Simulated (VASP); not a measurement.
# Hf (P6_3/mmc) in VASP: a series of runs

Hf is run at these levels: PBEsol; tasks: single point.

Everything below comes from runs of VASP 6.6.1. Logs are shortened: lines on timing, memory, paths and dates and some standing lists are left out, and cuts for length are marked.

## Step 1: The cell of the first run

It takes space group P6_3/mmc (No. 194, hexagonal). Conventional cell: a = 3.149 Å, b = 3.149 Å, c = 5.210 Å, α = 90.00°, β = 90.00°, γ = 120.00°. Hf (site symmetry -6m2) has 12 Hf at 3.15 to 3.18 Å within 4.1 Å.

## Step 2: Single point, PBEsol (strain -0.015 along x and y, +0.030 along z)

Input file INCAR:

```
SYSTEM = Hf
PREC = Accurate
ENCUT = 520
EDIFF = 1E-7
ISMEAR = 0
SIGMA = 0.15
LREAL = .False.
LASPH = .True.
NELM = 80
ALGO = Fast
ISIF = 2
LWAVE = .False.
LCHARG = .False.
GGA = PS
NBANDS = 17
```

Input file KPOINTS:

```
Automatic mesh
0
Gamma
  18 18 10
  0 0 0
```

Input file POSCAR:

```
Hf
1.0
    3.1487480463      0.0000000000      0.0000000000
   -1.5743740232      2.7268957982      0.0000000000
    0.0000000000      0.0000000000      5.2095340000
Hf
2
Direct
    0.3333333333      0.6666666667      0.2500000000
    0.6666666667      0.3333333333      0.7500000000
```

Potentials or basis: VASP PAW PBE potentials, release 64 (Hf_pv).

Command:

```
$ cat potpaw_PBE.64/Hf_pv/POTCAR > POTCAR
$ mpirun -np 1 vasp_std > vasp.out
```

OUTCAR:

```text
SYSTEM = Hf
   PREC = Accurate
   ENCUT = 520
   EDIFF = 1E-7
   ISMEAR = 0
   LREAL = .False.
   LASPH = .True.
   NELM = 80
   ISIF = 2
   GGA = PS

 ion  position               nearest neighbor table
   1  0.333  0.667  0.250-   2 3.18   2 3.18   2 3.18   2 3.18   2 3.18   2 3.18
   2  0.667  0.333  0.750-   1 3.18   1 3.18   1 3.18   1 3.18   1 3.18   1 3.18

  LATTYP: Found a hexagonal cell.
 ALAT       =     3.1487480463
 C/A-ratio  =     1.6544778824

  Lattice vectors:

 A1 = (   3.1487480463,   0.0000000000,   0.0000000000)
 A2 = (  -1.5743740232,   2.7268957982,   0.0000000000)
 A3 = (   0.0000000000,   0.0000000000,   5.2095340000)

Analysis of symmetry for initial positions (statically):
=====================================================================
 Subroutine PRICEL returns:
 Original cell was already a primitive cell.

 Routine SETGRP: Setting up the symmetry group for a
 hexagonal supercell.

 Subroutine GETGRP returns: Found 24 space group operations
 (whereof 12 operations were pure point group operations)
 out of a pool of 24 trial point group operations.

The static configuration has the point symmetry D_3d.
 The point group associated with its full space group is D_6h.

Analysis of symmetry for dynamics (positions and initial velocities):
=====================================================================
 Subroutine PRICEL returns:
 Original cell was already a primitive cell.

 Routine SETGRP: Setting up the symmetry group for a
 hexagonal supercell.

 Subroutine GETGRP returns: Found 24 space group operations
 (whereof 12 operations were pure point group operations)
 out of a pool of 24 trial point group operations.

The dynamic configuration has the point symmetry D_3d.
 The point group associated with its full space group is D_6h.

 Subroutine INISYM returns: Found 24 space group operations
 (whereof 12 operations are pure point group operations),
 and found     1 'primitive' translations

----------------------------------------------------------------------------------------

                                     Primitive cell

  volume of cell :      44.7307

  direct lattice vectors                    reciprocal lattice vectors
     3.148748046  0.000000000  0.000000000     0.317586541  0.183358675  0.000000000
    -1.574374023  2.726895798  0.000000000     0.000000000  0.366717350  0.000000000
     0.000000000  0.000000000  5.209534000     0.000000000  0.000000000  0.191955749

  length of vectors
     3.148748046  3.148748046  5.209534000     0.366717350  0.366717350  0.191955749

  position of ions in fractional coordinates (direct lattice)
     0.333333333  0.666666667  0.250000000
     0.666666667  0.333333333  0.750000000

  ion indices of the primitive-cell ions
   primitive index   ion index
                 1           1
                 2           2

----------------------------------------------------------------------------------------

 KPOINTS: Automatic mesh

Automatic generation of k-mesh.
 Grid dimensions read from file:
 generate k-points for:   18   18   10

 Generating k-lattice:

  Cartesian coordinates                     Fractional coordinates (reciprocal lattice)
     0.017643697  0.010186593  0.000000000     0.055555556 -0.000000000  0.000000000
     0.000000000  0.020373186  0.000000000     0.000000000  0.055555556  0.000000000
     0.000000000  0.000000000  0.019195575     0.000000000  0.000000000  0.100000000

  Length of vectors
     0.020373186  0.020373186  0.019195575

  Shift w.r.t. Gamma in fractional coordinates (k-lattice)
     0.000000000  0.000000000  0.000000000

 Subroutine IBZKPT returns following result:
 ===========================================

 Found    222 irreducible k-points:

 Following reciprocal coordinates:
            Coordinates               Weight
  0.000000  0.000000  0.000000      1.000000
  0.055556 -0.000000  0.000000      6.000000
  0.111111 -0.000000  0.000000      6.000000
  0.166667  0.000000  0.000000      6.000000
  0.222222 -0.000000  0.000000      6.000000
  0.277778  0.000000  0.000000      6.000000
[... 16 lines left out ...]
  0.333333  0.111111  0.000000     12.000000
  0.388889  0.111111  0.000000     12.000000
 [... further k-points ...]
   k-points           NKPTS =    222   k-points in BZ     NKDIM =    222   number of bands    NBANDS=     17
   number of dos      NEDOS =    301   number of ions     NIONS =      2
   total plane-waves  NPLWV =  23040
   dimension x,y,z NGX =    24 NGY =   24 NGZ =   40
   dimension x,y,z NGXF=    48 NGYF=   48 NGZF=   80
   ions per type =               2
   NGX,Y,Z   is equivalent  to a cutoff of  12.67, 12.67, 12.76 a.u.
   NGXF,Y,Z  is equivalent  to a cutoff of  25.34, 25.34, 25.53 a.u.
 SYSTEM =  Hf
   PREC   = accura    normal or accurate (medium, high low for compatibility)
   ISTART =      0    job   : 0-new  1-cont  2-samecut
   ICHARG =      2    charge: 1-file 2-atom 10-const
   ISPIN  =      1    spin polarized calculation?
   LNONCOLLINEAR =      F non collinear calculations
   LSORBIT =      F    spin-orbit coupling
   LASPH  =      T    aspherical Exc in radial PAW
   ENCUT  =  520.0 eV  38.22 Ry    6.18 a.u.   5.85  5.85  9.69*2*pi/ulx,y,z
   NELM   =     80;   NELMIN=  2; NELMDL= -5     # of ELM steps
   EDIFF  = 0.1E-06   stopping-criterion for ELM
   LREAL  =      F    real-space projection
   EDIFFG = 0.1E-05   stopping-criterion for IOM
   NSW    =      0    number of steps for IOM
   IBRION =     -1    ionic relax: 0-MD 1-quasi-New 2-CG
   NFREE  =      0    steps in history (QN), initial steepest desc. (CG)
   ISIF   =      2    stress and relaxation
   ISYM   =      2    0-nonsym 1-usesym 2-fastsym
   POTIM  = 0.5000    time-step for ionic-motion
   TEBEG  =    0.0;   TEEND  =   0.0 temperature during run
   PSTRESS=    0.0 pullay stress
   NELECT =      20.0000    total number of electrons
   NUPDOWN=      -1.0000    fix difference up-down
   EMIN   =  10.00;   EMAX   =-10.00  energy-range for DOS
   EFERMI =   0.00;   METHOD = LEGACY
   ISMEAR =     0;   SIGMA  =   0.15  broadening in eV -4-tet -1-fermi 0-gaus
   EFERMI_NEDOS =   21; number of points for ismear=-14 and -15
   IALGO  =     68    algorithm
   IMIX   =      4    mixing-type and parameters
     AMIX     =   0.40;   BMIX     =  1.00
     AMIX_MAG =   1.60;   BMIX_MAG =  1.00
  volume/ion in A,a.u.               =      22.37       150.93
  Fermi-wavevector in a.u.,A,eV,Ry     =   1.251843  2.365639 21.321824  1.567110
  Thomas-Fermi vector in A             =   2.385771
   LORBIT       =      0    0 simple, 1 ext, 2 COOP (PROOUT), +10 PAW based schemes
   GGA     = PS    functional components
   LHFCALC =     F    Hartree Fock is set to
   AEXX    =    0.0000 exact exchange contribution
   IVDW    =     0    specifies the selected vdW correction
   LEPSILON=     F    determine dielectric tensor
   LRPA    =     F    only Hartree local field effects (RPA)
 non-spin polarized calculation
 RMM-DIIS sequential band-by-band and
 Gauss-broadening in eV      SIGMA  =   0.15
  energy-cutoff  :      520.00
  volume of cell :       44.73
 maximum number of plane-waves:      1224
 NGX is ok and might be reduce to    24
   NGX = 11   NGY = 11   NGZ = 19

 number of electron      19.9999999 magnetization

 Free energy of the ion-electron system (eV)
  ---------------------------------------------------
  ext. energy  EPLUGINS =         0.00000000
  ---------------------------------------------------
  free energy    TOTEN  =       -20.97001714 eV

  energy without entropy =      -20.95179335  energy(sigma->0) =      -20.96090525

 E-fermi :   4.7432     XC(G=0): -11.3921

 val. band max:        4.7339465394   @ k =   0.1667   0.0000   0.4000
 cond. band min:       4.7546907400   @ k =   0.1667   0.0556   0.3000
 fundamental gap:      0.0207442006
 Fermi energy:         4.7431535711

 k-point     1 :       0.0000    0.0000    0.0000
  band No.  band energies     occupation
      1     -26.2124      2.00000
      2     -25.4649      2.00000
      3     -25.4649      2.00000
      4     -25.4215      2.00000
      5     -25.3637      2.00000
      6     -25.3637      2.00000
[... 9 lines left out ...]
     16       7.7370      0.00000
     17      10.1614      0.00000

 k-point     2 :       0.0556   -0.0000    0.0000
  band No.  band energies     occupation
      1     -26.2044      2.00000
      2     -25.4851      2.00000
      3     -25.4711      2.00000
      4     -25.4242      2.00000
      5     -25.3847      2.00000
      6     -25.3668      2.00000
[... 9 lines left out ...]
     16       7.6413      0.00000
     17      10.2414      0.00000

 k-point     3 :       0.1111   -0.0000    0.0000
  band No.  band energies     occupation
      1     -26.1809      2.00000
      2     -25.5432      2.00000
      3     -25.4887      2.00000
      4     -25.4447      2.00000
      5     -25.4323      2.00000
      6     -25.3762      2.00000
[... 9 lines left out ...]
     16       7.3959      0.00000
     17      10.3950      0.00000

 k-point     4 :       0.1667    0.0000    0.0000
  band No.  band energies     occupation
      1     -26.1435      2.00000
      2     -25.6319      2.00000
      3     -25.5344      2.00000
      4     -25.5150      2.00000
      5     -25.4462      2.00000
      6     -25.3910      2.00000
[... 9 lines left out ...]
     16       7.5094      0.00000
     17      10.5796      0.00000
[... 343 lines left out ...]
      1     -25.9597      2.00000
      2     -25.9521      2.00000
      3     -25.8651      2.00000
      4     -25.6335      2.00000
      5     -25.5329      2.00000
      6     -25.4942      2.00000
[... 9 lines left out ...]
     16      10.1427      0.00000
     17      10.6683      0.00000

 k-point    23 :       0.3333    0.1111    0.0000
  band No.  band energies     occupation
      1     -26.0317      2.00000
      2     -25.9256      2.00000
      3     -25.9024      2.00000
      4     -25.6685      2.00000
      5     -25.5677      2.00000
      6     -25.5143      2.00000
[... 9 lines left out ...]
     16      10.6840      0.00000
     17      10.9962      0.00000

 k-point    24 :       0.3889    0.1111    0.0000
  band No.  band energies     occupation
      1     -26.0832      2.00000
      2     -25.9649      2.00000
      3     -25.8563      2.00000
      4     -25.6911      2.00000
      5     -25.5990      2.00000
      6     -25.5275      2.00000
[... 9 lines left out ...]
     16      10.6890      0.00000
     17      11.7324      0.00000

 [... further k-points ...]
[... 5 lines left out ...]
  --------------------------------------------------------------------------------------
  -------------------------------------------------------------------------------------
  Total       -0.6434560     -0.6434560     -2.1399270      0.0000000     -0.0000000     -0.0000000
  in kB      -23.0475160    -23.0475160    -76.6485981      0.0000000     -0.0000000     -0.0000000
  external PRESSURE =     -40.9145434 kB  Pullay stress =       0.0000000 kB

 VOLUME and BASIS-vectors are now :
 -----------------------------------------------------------------------------
  energy-cutoff  :      520.00
  volume of cell :       44.73
      direct lattice vectors                 reciprocal lattice vectors
     3.148748046  0.000000000  0.000000000     0.317586541  0.183358675  0.000000000
    -1.574374023  2.726895798  0.000000000     0.000000000  0.366717350  0.000000000
     0.000000000  0.000000000  5.209534000     0.000000000  0.000000000  0.191955749

 POSITION                                       TOTAL-FORCE (eV/Angst)
 -----------------------------------------------------------------------------------
     -0.00000      1.81793      1.30238        -0.000000      0.000000      0.000000
      1.57437      0.90897      3.90715         0.000000     -0.000000      0.000000
 -----------------------------------------------------------------------------------
    total drift:                               -0.000000      0.000000     -0.000000

  FREE ENERGIE OF THE ION-ELECTRON SYSTEM (eV)
  ---------------------------------------------------
  free  energy   TOTEN  =       -20.9700171438 eV

  energy  without entropy=      -20.9517933490  energy(sigma->0) =      -20.96090525
```

It took 53 s on 1 thread of Intel Xeon 6975P-C (Granite Rapids), shared host; peak memory 0.26 GiB.

What came out:

```yaml
Free_energy: -20.9700 eV
Pressure: -4.1 GPa
Band_gap_on_the_k_mesh: zero (band 10 reaches 5.78 eV, above the bottom of band 11 at 4.36 eV)
```

Stress tensor (GPa, compression positive):
```
-2.30  0.00  0.00
 0.00 -2.30  0.00
 0.00  0.00 -7.66
```

Caveat: the cell differs from its parent crystal (strain -0.015 along x and y, +0.030 along z); the PAW data sets were made with another functional, which shifts forces and pressure a little; spin-orbit coupling is left out, which moves the levels of the heavy elements.

[end of part 1 of 2]
